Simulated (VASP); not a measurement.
# MoS2 (P6_3/mmc) in VASP: electric field gradients with LDA

Aim: the electric field gradients of MoS2 with LDA.

Program: VASP 6.6.1. These are calculated values, not measurements. Logs are shortened: lines on timing, memory, paths and dates and some standing lists are left out, and cuts for length are marked.

### Step 1. The cell of the first run

It takes space group P6_3/mmc (No. 194, hexagonal). The conventional cell has a = 3.140 Å, b = 3.140 Å, c = 12.530 Å, α = 90.00°, β = 90.00°, γ = 120.00°. Within 3.2 Å of Mo (site symmetry -6m2) lie 6 S at 2.40 Å and 6 Mo at 3.14 Å. S (site symmetry 3m) has 3 Mo at 2.40 Å and 7 S at 3.14 to 3.15 Å within 3.2 Å.

### Step 2. Electric field gradients, LDA, collinear spin

INCAR

```
ALGO = Normal ; EDIFF = 1E-8
ENCUT = 400 ; GGA_COMPAT = F
ISIF = 2 ; ISMEAR = -1
ISPIN = 2 ; LASPH = T
LCHARG = F ; LEFG = T
LMAXMIX = 4 ; LORBIT = 11
LREAL = F ; LWAVE = F
MAGMOM = 2 2 0 0 0 0 ; NBANDS = 39
NELM = 200 ; PREC = Accurate
SIGMA = 0.02
```

KPOINTS

```
k-points
0
Gamma
  16 16 4
```

POSCAR

```
MoS2
1.0
    3.1400000000      0.0000000000      0.0000000000
   -1.5700000000      2.7193197679      0.0000000000
    0.0000000000      0.0000000000     12.5300000000
Mo S
2 4
Direct
    0.3333333333      0.6666666667      0.2500000000
    0.6666666667      0.3333333333      0.7500000000
    0.3333333333      0.6666666667      0.6244606484
    0.6666666667      0.3333333333      0.1244606484
    0.3333333333      0.6666666667      0.8755393516
    0.6666666667      0.3333333333      0.3755393516
```

Potentials or basis: VASP PAW LDA potentials, release 64 (Mo_sv, S).

Started as:

```
cat potpaw_LDA.64/Mo_sv/POTCAR potpaw_LDA.64/S/POTCAR > POTCAR
mpirun -np 1 vasp_std > vasp.out
```

OUTCAR:

```text
EDIFF = 1E-8
   ENCUT = 400
   ISIF = 2
   ISMEAR = -1
   ISPIN = 2
   LASPH = T
   LORBIT = 11
   LREAL = F
   NELM = 200
   PREC = Accurate

 ion  position               nearest neighbor table
   1  0.333  0.667  0.250-   4 2.40   6 2.40   4 2.40   6 2.40   4 2.40   6 2.40
   2  0.667  0.333  0.750-   3 2.40   5 2.40   3 2.40   5 2.40   3 2.40   5 2.40
   3  0.333  0.667  0.624-   2 2.40   2 2.40   2 2.40
   4  0.667  0.333  0.124-   1 2.40   1 2.40   1 2.40
   5  0.333  0.667  0.876-   2 2.40   2 2.40   2 2.40
   6  0.667  0.333  0.376-   1 2.40   1 2.40   1 2.40

  LATTYP: Found a hexagonal cell.
 ALAT       =     3.1400000000
 C/A-ratio  =     3.9904458599

  Lattice vectors:

 A1 = (   3.1400000000,   0.0000000000,   0.0000000000)
 A2 = (  -1.5700000000,   2.7193197679,   0.0000000000)
 A3 = (   0.0000000000,   0.0000000000,  12.5300000000)

Analysis of symmetry for initial positions (statically):
=====================================================================
 Subroutine PRICEL returns:
 Original cell was already a primitive cell.

 Routine SETGRP: Setting up the symmetry group for a
 hexagonal supercell.

 Subroutine GETGRP returns: Found 24 space group operations
 (whereof 12 operations were pure point group operations)
 out of a pool of 24 trial point group operations.

The static configuration has the point symmetry D_3d.
 The point group associated with its full space group is D_6h.

Analysis of symmetry for dynamics (positions and initial velocities):
=====================================================================
 Subroutine PRICEL returns:
 Original cell was already a primitive cell.

 Routine SETGRP: Setting up the symmetry group for a
 hexagonal supercell.

 Subroutine GETGRP returns: Found 24 space group operations
 (whereof 12 operations were pure point group operations)
 out of a pool of 24 trial point group operations.

The dynamic configuration has the point symmetry D_3d.
 The point group associated with its full space group is D_6h.

Analysis of structural, dynamic, and magnetic symmetry:
=====================================================================
 Subroutine PRICEL returns:
 Original cell was already a primitive cell.

 Routine SETGRP: Setting up the symmetry group for a
 hexagonal supercell.

 Subroutine GETGRP returns: Found 24 space group operations
 (whereof 12 operations were pure point group operations)
 out of a pool of 24 trial point group operations.

The overall configuration has the point symmetry D_3d.
 The point group associated with its full space group is D_6h.

 Subroutine INISYM returns: Found 24 space group operations
 (whereof 12 operations are pure point group operations),
 and found     1 'primitive' translations

----------------------------------------------------------------------------------------

                                     Primitive cell

  volume of cell :     106.9895

  direct lattice vectors                    reciprocal lattice vectors
     3.140000000  0.000000000  0.000000000     0.318471338  0.183869512  0.000000000
    -1.570000000  2.719319768  0.000000000     0.000000000  0.367739025  0.000000000
     0.000000000  0.000000000 12.530000000     0.000000000  0.000000000  0.079808460

  length of vectors
     3.140000000  3.140000000 12.530000000     0.367739025  0.367739025  0.079808460

  position of ions in fractional coordinates (direct lattice)
     0.333333333  0.666666667  0.250000000
     0.666666667  0.333333333  0.750000000
     0.333333333  0.666666667  0.624460648
     0.666666667  0.333333333  0.124460648
     0.333333333  0.666666667  0.875539352
     0.666666667  0.333333333  0.375539352

  ion indices of the primitive-cell ions
   primitive index   ion index
                 1           1
                 2           2
                 3           3
                 4           4
                 5           5
                 6           6

----------------------------------------------------------------------------------------

 KPOINTS: k-points

Automatic generation of k-mesh.
 Grid dimensions read from file:
 generate k-points for:   16   16    4

 Generating k-lattice:

  Cartesian coordinates                     Fractional coordinates (reciprocal lattice)
     0.019904459  0.011491845  0.000000000     0.062500000 -0.000000000  0.000000000
     0.000000000  0.022983689  0.000000000     0.000000000  0.062500000  0.000000000
[... 52 lines left out ...]
   ISPIN  =      2    spin polarized calculation?
   LNONCOLLINEAR =      F non collinear calculations
   LSORBIT =      F    spin-orbit coupling
   LASPH  =      T    aspherical Exc in radial PAW
   ENCUT  =  400.0 eV  29.40 Ry    5.42 a.u.   5.12  5.12 20.43*2*pi/ulx,y,z
   NELM   =    200;   NELMIN=  2; NELMDL= -5     # of ELM steps
   EDIFF  = 0.1E-07   stopping-criterion for ELM
   LREAL  =      F    real-space projection
   EDIFFG = 0.1E-06   stopping-criterion for IOM
   NSW    =      0    number of steps for IOM
   IBRION =     -1    ionic relax: 0-MD 1-quasi-New 2-CG
   NFREE  =      0    steps in history (QN), initial steepest desc. (CG)
   ISIF   =      2    stress and relaxation
   ISYM   =      2    0-nonsym 1-usesym 2-fastsym
   POTIM  = 0.5000    time-step for ionic-motion
   TEBEG  =    0.0;   TEEND  =   0.0 temperature during run
   PSTRESS=    0.0 pullay stress
   NELECT =      52.0000    total number of electrons
   NUPDOWN=      -1.0000    fix difference up-down
   EMIN   =  10.00;   EMAX   =-10.00  energy-range for DOS
   EFERMI =   0.00;   METHOD = LEGACY
   ISMEAR =    -1;   SIGMA  =   0.02  broadening in eV -4-tet -1-fermi 0-gaus
   EFERMI_NEDOS =   21; number of points for ismear=-14 and -15
   IALGO  =     38    algorithm
   IMIX   =      4    mixing-type and parameters
     AMIX     =   0.40;   BMIX     =  1.00
     AMIX_MAG =   1.60;   BMIX_MAG =  1.00
  volume/ion in A,a.u.               =      17.83       120.33
  Fermi-wavevector in a.u.,A,eV,Ry     =   1.287149  2.432360 22.541500  1.656753
  Thomas-Fermi vector in A             =   2.419181
   LORBIT       =     11    0 simple, 1 ext, 2 COOP (PROOUT), +10 PAW based schemes
   GGA     = CA    functional components
   LHFCALC =     F    Hartree Fock is set to
   AEXX    =    0.0000 exact exchange contribution
   IVDW    =     0    specifies the selected vdW correction
   LEPSILON=     F    determine dielectric tensor
   LRPA    =     F    only Hartree local field effects (RPA)
 spin polarized calculation
  energy-cutoff  :      400.00
  volume of cell :      106.99
 maximum number of plane-waves:      1965
   NGX = 11   NGY = 11   NGZ = 41

 number of electron      52.0000013 magnetization       0.0000379

 Free energy of the ion-electron system (eV)
  ---------------------------------------------------
  ext. energy  EPLUGINS =         0.00000000
  ---------------------------------------------------
  free energy    TOTEN  =       -48.91271133 eV

  energy without entropy =      -48.91271133  energy(sigma->0) =      -48.91271133

 E-fermi :   7.6893     XC(G=0): -11.1021

 val. band max:        7.2420513536   @ k =   0.0000   0.0000   0.0000
 cond. band min:       8.1660263184   @ k =   0.1875   0.1875   0.0000
 fundamental gap:      0.9239749648
 Fermi energy:         7.6893499312

 spin component 1

 k-point     1 :       0.0000    0.0000    0.0000
  band No.  band energies     occupation
      1     -53.7689      1.00000
      2     -53.7689      1.00000
      3     -28.1437      1.00000
      4     -28.1435      1.00000
      5     -27.8704      1.00000
      6     -27.8704      1.00000
[... 973 lines left out ...]
     37      15.1647      0.00000
     38      15.6277      0.00000

 [... further k-points ...]

 spin component 2

 k-point     1 :       0.0000    0.0000    0.0000
  band No.  band energies     occupation
      1     -53.7690      1.00000
      2     -53.7690      1.00000
      3     -28.1437      1.00000
      4     -28.1435      1.00000
      5     -27.8704      1.00000
      6     -27.8704      1.00000
[... 973 lines left out ...]
     37      15.1647      0.00000
     38      15.6277      0.00000

 [... further k-points ...]

 [bands above 38 left out]

------------------------ aborting loop because EDIFF is reached ----------------------------------------

  FORCE on cell =-STRESS in cart. coord.  units (eV):
  Direction    XX          YY          ZZ          XY          YZ          ZX
  --------------------------------------------------------------------------------------
  -------------------------------------------------------------------------------------
  Total       -2.2289999     -2.2289999     -3.6321357      0.0000000      0.0000000      0.0000000
  in kB      -33.3794845    -33.3794845    -54.3915771      0.0000000      0.0000000      0.0000000
  external PRESSURE =     -40.3835154 kB  Pullay stress =       0.0000000 kB

 VOLUME and BASIS-vectors are now :
 -----------------------------------------------------------------------------
  energy-cutoff  :      400.00
  volume of cell :      106.99
      direct lattice vectors                 reciprocal lattice vectors
     3.140000000  0.000000000  0.000000000     0.318471338  0.183869512  0.000000000
    -1.570000000  2.719319768  0.000000000     0.000000000  0.367739025  0.000000000
     0.000000000  0.000000000 12.530000000     0.000000000  0.000000000  0.079808460

 POSITION                                       TOTAL-FORCE (eV/Angst)
 -----------------------------------------------------------------------------------
     -0.00000      1.81288      3.13250         0.000000     -0.000000      0.000000
      1.57000      0.90644      9.39750        -0.000000     -0.000000      0.000000
     -0.00000      1.81288      7.82449         0.000000      0.000000      0.417680
      1.57000      0.90644      1.55949         0.000000     -0.000000      0.417680
     -0.00000      1.81288     10.97051        -0.000000     -0.000000     -0.417680
      1.57000      0.90644      4.70551        -0.000000     -0.000000     -0.417680
 -----------------------------------------------------------------------------------
    total drift:                               -0.000000      0.000000     -0.000000

  FREE ENERGIE OF THE ION-ELECTRON SYSTEM (eV)
  ---------------------------------------------------
  free  energy   TOTEN  =       -48.9127113260 eV

  energy  without entropy=      -48.9127113260  energy(sigma->0) =      -48.91271133

 Electric field gradients (V/A^2)
---------------------------------------------------------------------
 ion       V_xx      V_yy      V_zz      V_xy      V_xz      V_yz
---------------------------------------------------------------------
   1      38.803    38.805   -77.608     0.001    -0.000    -0.000
   2      38.803    38.805   -77.608     0.001    -0.000    -0.000
   3      26.035    26.034   -52.068    -0.001     0.000    -0.000
   4      26.035    26.034   -52.068    -0.001    -0.000     0.000
   5      26.035    26.034   -52.068    -0.001    -0.000     0.000
   6      26.035    26.034   -52.068    -0.001     0.000    -0.000
---------------------------------------------------------------------

 Electric field gradients after diagonalization (V/A^2)
 (convention: |V_zz| > |V_xx| > |V_yy|)
----------------------------------------------------------------------
 ion       V_xx      V_yy      V_zz     asymmetry (V_yy - V_xx)/ V_zz
----------------------------------------------------------------------
   1      38.806    38.803   -77.608       0.000
   2      38.806    38.803   -77.608       0.000
   3      26.035    26.034   -52.068       0.000
   4      26.035    26.034   -52.068       0.000
   5      26.035    26.034   -52.068       0.000
   6      26.035    26.034   -52.068       0.000
----------------------------------------------------------------------

           NMR quadrupolar parameters

 Cq : quadrupolar parameter    Cq=e*Q*V_zz/h
 eta: asymmetry parameters     (V_yy - V_xx)/ V_zz
 Q  : nuclear electric quadrupole moment in mb (millibarn)
----------------------------------------------------------------------
 ion       Cq(MHz)       eta       Q (mb)
----------------------------------------------------------------------
   1      -0.188       0.000       1.000
   2      -0.188       0.000       1.000
   3      -0.126       0.000       1.000
   4      -0.126       0.000       1.000
   5      -0.126       0.000       1.000
   6      -0.126       0.000       1.000
----------------------------------------------------------------------

 total charge

# of ion       s       p       d       tot
------------------------------------------
    1        2.298   6.228   3.989  12.515
    2        2.298   6.228   3.989  12.515
    3        1.363   2.327   0.000   3.690
    4        1.363   2.327   0.000   3.690
    5        1.363   2.327   0.000   3.690
    6        1.363   2.327   0.000   3.690
--------------------------------------------------
tot         10.048  21.763   7.978  39.789

 magnetization (x)

# of ion       s       p       d       tot
------------------------------------------
    1       -0.000  -0.000  -0.000  -0.000
    2       -0.000  -0.000  -0.000  -0.000
    3        0.000   0.000   0.000   0.000
    4        0.000   0.000   0.000   0.000
    5        0.000   0.000   0.000   0.000
    6        0.000   0.000   0.000   0.000
--------------------------------------------------
tot         -0.000   0.000  -0.000  -0.000
```

Run time: 6.8 min. Hardware: 1 thread of Oxide Virtual Turin-like, shared host; peak memory 0.37 GiB.

What came out:

```
Free energy                                           : -48.9127 eV
Pressure                                              : -4.0 GPa
Largest force                                         : 0.418 eV/Å
Band gap on the k mesh                                : 0.92 eV (least direct gap 1.84 eV)
Net moment                                            : 0.00 μB per cell
Largest electric field gradient by atom               : Mo -77.6; S -52.1 V/Å²
Valence electrons inside the program's atomic spheres : Mo 12.52; S 3.69
```

Forces on the atoms (eV/Å):
```
Mo   0.000  0.000  0.000
Mo   0.000  0.000  0.000
S    0.000  0.000  0.418
S    0.000  0.000  0.418
S    0.000  0.000 -0.418
S    0.000  0.000 -0.418
```

Electric field gradients, principal values (V/Å²):
| atom | least | middle | greatest (by size) |
| --- | --- | --- | --- |
| 1 Mo | 38.803 | 38.806 | -77.608 |
| 2 Mo | 38.803 | 38.806 | -77.608 |
| 3 S | 26.034 | 26.035 | -52.068 |
| 4 S | 26.034 | 26.035 | -52.068 |
| 5 S | 26.034 | 26.035 | -52.068 |
| 6 S | 26.034 | 26.035 | -52.068 |

Caveat: the cell stands under tension; without QUAD_EFG the Cq values of the log hold for a quadrupole moment of 1 mb, not for the nuclei. A k mesh can miss the band edges.
